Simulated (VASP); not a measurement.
# SiGe3 (P-4m2) in VASP: relaxation of volume and atoms at fixed shape with PBE

Aim: the relaxation of volume and atoms at fixed shape of SiGe3 with PBE.

Program: VASP 6.6.1. These are calculated values, not measurements. Logs are shortened: lines on timing, memory, paths and dates and some standing lists are left out, and cuts for length are marked.

## Step 1: The cell of the first run

It takes space group P-4m2 (No. 115, tetragonal). Conventional cell: a = 3.924 Å, b = 3.924 Å, c = 5.550 Å, α = 90.00°, β = 90.00°, γ = 90.00°. Si (site symmetry -4m2) has 4 Ge at 2.40 Å within 3.2 Å. Ge (site symmetry -4m2) has 4 Ge at 2.40 Å within 3.2 Å. Ge (site symmetry 2mm) has 2 Si at 2.40 Å and 2 Ge at 2.40 Å within 3.2 Å.

## Step 2: Relaxation of volume and atoms at fixed shape, PBE

Contents of INCAR:

```
SYSTEM = SiGe3
  ALGO = Normal
  EDIFF = 1E-6
  EDIFFG = -0.01
  ENCUT = 600
  GGA = PE
  IBRION = 2
  ISIF = 8
  ISMEAR = 0
  LASPH = .TRUE.
  LCHARG = .FALSE.
  LREAL = .FALSE.
  LWAVE = .FALSE.
  NELM = 100
  NSW = 80
  PREC = Accurate
  SIGMA = 0.02
```

Contents of KPOINTS:

```
k-points
0
G
  6 6 6
  0 0 0
```

Contents of POSCAR:

```
SiGe3
1.0
    5.5500000000      0.0000000000      0.0000000000
    0.0000000000      5.5500000000      0.0000000000
    0.0000000000      0.0000000000      5.5500000000
Si Ge
2 6
Direct
    0.0000000000      0.0000000000      0.0000000000
    0.0000000000      0.5000000000      0.5000000000
    0.5000000000      0.0000000000      0.5000000000
    0.5000000000      0.5000000000      0.0000000000
    0.2500000000      0.2500000000      0.2500000000
    0.2500000000      0.7500000000      0.7500000000
    0.7500000000      0.2500000000      0.7500000000
    0.7500000000      0.7500000000      0.2500000000
```

Potentials or basis: VASP PAW PBE potentials, release 64 (Si, Ge_d).

Launch:

```sh
cat potpaw_PBE.64/Si/POTCAR potpaw_PBE.64/Ge_d/POTCAR > POTCAR
mpirun -np 1 vasp_std > vasp.out
```

OUTCAR:

```text
SYSTEM = SiGe3
   EDIFF = 1E-6
   EDIFFG = -0.01
   ENCUT = 600
   GGA = PE
   IBRION = 2
   ISIF = 8
   ISMEAR = 0
   LASPH = .TRUE.
   LREAL = .FALSE.
   NELM = 100
   NSW = 80
   PREC = Accurate

 ion  position               nearest neighbor table
   1  0.000  0.000  0.000-   5 2.40   6 2.40   7 2.40   8 2.40
   2  0.000  0.500  0.500-   5 2.40   6 2.40   7 2.40   8 2.40
   3  0.500  0.000  0.500-   5 2.40   6 2.40   7 2.40   8 2.40
   4  0.500  0.500  0.000-   5 2.40   6 2.40   7 2.40   8 2.40
   5  0.250  0.250  0.250-   1 2.40   2 2.40   3 2.40   4 2.40
   6  0.250  0.750  0.750-   1 2.40   2 2.40   3 2.40   4 2.40
   7  0.750  0.250  0.750-   1 2.40   2 2.40   3 2.40   4 2.40
   8  0.750  0.750  0.250-   1 2.40   2 2.40   3 2.40   4 2.40

  LATTYP: Found a simple cubic cell.
 ALAT       =     5.5500000000

  Lattice vectors:

 A1 = (   5.5500000000,   0.0000000000,   0.0000000000)
 A2 = (   0.0000000000,   5.5500000000,   0.0000000000)
 A3 = (   0.0000000000,   0.0000000000,   5.5500000000)

Analysis of symmetry for initial positions (statically):
=====================================================================
 Subroutine PRICEL returns following result:

  LATTYP: Found a simple tetragonal cell.
 ALAT       =     3.9244426356
 C/A-ratio  =     1.4142135624

  Lattice vectors:

 A1 = (   0.0000000000,   2.7750000000,  -2.7750000000)
 A2 = (   0.0000000000,   2.7750000000,   2.7750000000)
 A3 = (   5.5500000000,   0.0000000000,   0.0000000000)

   2 primitive cells build up your supercell.

 Routine SETGRP: Setting up the symmetry group for a
 simple cubic supercell.

 Subroutine GETGRP returns: Found  8 space group operations
 (whereof  8 operations were pure point group operations)
 out of a pool of 48 trial point group operations.

The static configuration has the point symmetry D_2d.

Analysis of symmetry for dynamics (positions and initial velocities):
=====================================================================
 Subroutine PRICEL returns following result:

  LATTYP: Found a simple tetragonal cell.
 ALAT       =     3.9244426356
 C/A-ratio  =     1.4142135624

  Lattice vectors:

 A1 = (   0.0000000000,   2.7750000000,  -2.7750000000)
 A2 = (   0.0000000000,   2.7750000000,   2.7750000000)
 A3 = (   5.5500000000,   0.0000000000,   0.0000000000)
[... 118 lines left out ...]
   IBRION =      2    ionic relax: 0-MD 1-quasi-New 2-CG
   NFREE  =      1    steps in history (QN), initial steepest desc. (CG)
   ISIF   =      8    stress and relaxation
   ISYM   =      2    0-nonsym 1-usesym 2-fastsym
   POTIM  = 0.5000    time-step for ionic-motion
   TEBEG  =    0.0;   TEEND  =   0.0 temperature during run
   PSTRESS=    0.0 pullay stress
   NELECT =      92.0000    total number of electrons
   NUPDOWN=      -1.0000    fix difference up-down
   EMIN   =  10.00;   EMAX   =-10.00  energy-range for DOS
   EFERMI =   0.00;   METHOD = LEGACY
   ISMEAR =     0;   SIGMA  =   0.02  broadening in eV -4-tet -1-fermi 0-gaus
   EFERMI_NEDOS =   21; number of points for ismear=-14 and -15
   IALGO  =     38    algorithm
   IMIX   =      4    mixing-type and parameters
     AMIX     =   0.40;   BMIX     =  1.00
     AMIX_MAG =   1.60;   BMIX_MAG =  1.00
  volume/ion in A,a.u.               =      21.37       144.21
  Fermi-wavevector in a.u.,A,eV,Ry     =   1.331612  2.516382 24.125732  1.773191
  Thomas-Fermi vector in A             =   2.460610
   LORBIT       =      0    0 simple, 1 ext, 2 COOP (PROOUT), +10 PAW based schemes
   GGA     = PE    functional components
   LHFCALC =     F    Hartree Fock is set to
   AEXX    =    0.0000 exact exchange contribution
   IVDW    =     0    specifies the selected vdW correction
   LEPSILON=     F    determine dielectric tensor
   LRPA    =     F    only Hartree local field effects (RPA)
 conjugate gradient relaxation of ions
 non-spin polarized calculation
 Gauss-broadening in eV      SIGMA  =   0.02
  energy-cutoff  :      600.00
  volume of cell :      170.95
 maximum number of plane-waves:      5832
 NGX is ok and might be reduce to    48
   NGX = 23   NGY = 23   NGZ = 23

--------------------------------------- Ionic step        1  -------------------------------------------

 number of electron      92.0000097 magnetization

 Free energy of the ion-electron system (eV)
  ---------------------------------------------------
  ext. energy  EPLUGINS =         0.00000000
  ---------------------------------------------------
  free energy    TOTEN  =       -37.60479809 eV

  energy without entropy =      -37.60479809  energy(sigma->0) =      -37.60479809

------------------------ aborting loop because EDIFF is reached ----------------------------------------

  FORCE on cell =-STRESS in cart. coord.  units (eV):
  Direction    XX          YY          ZZ          XY          YZ          ZX
  --------------------------------------------------------------------------------------
  -------------------------------------------------------------------------------------
  Total        5.6499080      5.6597191      5.6597191      0.0000000     -0.0000000      0.0000000
  in kB       52.9508591     53.0428089     53.0428089      0.0000000     -0.0000000      0.0000000
  external PRESSURE =      53.0121589 kB  Pullay stress =       0.0000000 kB
[... 155 lines left out ...]
--------------------------------------- Ionic step        5  -------------------------------------------

 number of electron      91.9999940 magnetization

 Free energy of the ion-electron system (eV)
  ---------------------------------------------------
  ext. energy  EPLUGINS =         0.00000000
  ---------------------------------------------------
  free energy    TOTEN  =       -37.82802764 eV

  energy without entropy =      -37.82802764  energy(sigma->0) =      -37.82802764

 E-fermi :   4.9027     XC(G=0):  -9.6387

 val. band max:        4.8211391861   @ k =   0.0000   0.0000   0.0000
 cond. band min:       4.9883978713   @ k =   0.5000   0.5000   0.5000
 fundamental gap:      0.1672586852
 Fermi energy:         4.9027019490

 k-point     1 :       0.0000    0.0000    0.0000
  band No.  band energies     occupation
      1     -19.8409      2.00000
      2     -19.8318      2.00000
      3     -19.8318      2.00000
      4     -19.8089      2.00000
      5     -19.8089      2.00000
      6     -19.7875      2.00000
[... 1381 lines left out ...]
     54       8.9256      0.00000
     55       9.1059      0.00000

 [... further k-points ...]

------------------------ aborting loop because EDIFF is reached ----------------------------------------

  FORCE on cell =-STRESS in cart. coord.  units (eV):
  Direction    XX          YY          ZZ          XY          YZ          ZX
  --------------------------------------------------------------------------------------
  -------------------------------------------------------------------------------------
  Total        0.0404839      0.0095423      0.0095423      0.0000000     -0.0000000      0.0000000
  in kB        0.3550162      0.0836796      0.0836796      0.0000000     -0.0000000      0.0000000
  external PRESSURE =       0.1741252 kB  Pullay stress =       0.0000000 kB
[... 23 lines left out ...]
  FREE ENERGIE OF THE ION-ELECTRON SYSTEM (eV)
  ---------------------------------------------------
  free  energy   TOTEN  =       -37.8280276406 eV

  energy  without entropy=      -37.8280276406  energy(sigma->0) =      -37.82802764

 reached required accuracy - stopping structural energy minimisation
```

CONTCAR:

```text
SiGe3
   1.00000000000000
     5.6743330497644671    0.0000000000000000    0.0000000000000000
     0.0000000000000000    5.6743330497644671    0.0000000000000000
     0.0000000000000000    0.0000000000000000    5.6743330497644671
  Si              Ge
     2     6
Direct
     0.0000000000000000    0.0000000000000000    0.0000000000000000
     0.0000000000000000    0.5000000000000000    0.5000000000000000
     0.5000000000000000    0.0000000000000000    0.5000000000000000
     0.5000000000000000    0.5000000000000000    0.0000000000000000
     0.2434822792298042    0.2500000000000000    0.2500000000000000
     0.2434822792298042    0.7500000000000000    0.7500000000000000
     0.7565177207701957    0.2500000000000000    0.7500000000000000
     0.7565177207701957    0.7500000000000000    0.2500000000000000

  0.00000000E+00  0.00000000E+00  0.00000000E+00
  0.00000000E+00  0.00000000E+00  0.00000000E+00
  0.00000000E+00  0.00000000E+00  0.00000000E+00
  0.00000000E+00  0.00000000E+00  0.00000000E+00
  0.00000000E+00  0.00000000E+00  0.00000000E+00
  0.00000000E+00  0.00000000E+00  0.00000000E+00
  0.00000000E+00  0.00000000E+00  0.00000000E+00
  0.00000000E+00  0.00000000E+00  0.00000000E+00
```

Wall time 43 min (1 thread of Oxide Virtual Turin-like, shared host); peak memory 0.52 GiB.

Results:

```yaml
Free_energy: -37.8280 eV
Relaxed_volume: 22.84 Å³/atom
Relaxed_cell: a = 5.674 Å, b = 5.674 Å, c = 5.674 Å, α = 90.00°, β = 90.00°, γ = 90.00°
Space_group_after_relaxing_to_0.1_Å: P-4m2 (No. 115)
Energy_gained_by_relaxing: 27.9 meV/atom
Ionic_steps: 5
Pressure_after_relaxing: 0.0 GPa
Band_gap_on_the_k_mesh: 0.17 eV
```

Step by step:
```tsv
step	energy change (eV)	largest force (eV/Å)	pressure (GPa)	volume (Å³)
1	0.0000	0.5833	5.30	170.95
2	-0.1799	0.1052	-2.11	189.05
3	-0.2151	0.2337	-0.21	183.43
4	-0.2223	0.0770	-0.08	182.95
5	-0.2232	0.0019	0.02	182.70
```

Final structure:
```
Si Ge
1.0
     5.67433    0.00000    0.00000
     0.00000    5.67433    0.00000
     0.00000    0.00000    5.67433
Si Ge
2 6
Cartesian
  0.0000 0.0000 0.0000
  0.0000 2.8372 2.8372
  2.8372 0.0000 2.8372
  2.8372 2.8372 0.0000
  1.3816 1.4186 1.4186
  1.3816 4.2557 4.2557
  4.2927 1.4186 4.2557
  4.2927 4.2557 1.4186
```

A k mesh can miss the band edges.
